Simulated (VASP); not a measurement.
**BeS: single point with r2SCAN**

The system is BeS.

```xyz
2
Lattice="0.0000 2.4346 2.4346 2.4346 0.0000 2.4346 2.4346 2.4346 0.0000" Properties=species:S:1:pos:R:3 pbc="T T T"
S     3.6519    3.6519    3.6519
Be    0.0000    0.0000    0.0000
```

```
Program             : VASP 6.6.1
Task                : single point
Functional          : r2SCAN
Potentials or basis : VASP PAW PBE potentials, release 64 (S, Be)
Cutoff              : 660 eV
k mesh              : 9 × 9 × 9
Occupations         : fermi-dirac, width 0.05 eV
Spin                : no spin polarisation
```

- Pressure: 0.3 GPa
- Band gap on the k mesh: 3.70 eV, indirect (least direct gap 6.26 eV)

Levels at points of the mesh, in eV from the valence-band top:
```
           k point  band 1  band 2  band 3  band 4  band 5  band 6  band 7  band 8
(0.00, 0.00, 0.00)  -14.21    0.00    0.00    0.00    6.26    6.26    6.26    6.58
```

Run time: 65 s on 1 thread of Intel(R) Xeon(R) Platinum 8375C CPU @ 2.90GHz (Ice Lake), on a shared host, peak memory 0.17 GiB.

Caveat: the PAW data sets were made with another functional, which shifts forces and pressure a little. r2SCAN opens gaps a little over a GGA but as a rule still falls short of measured ones.
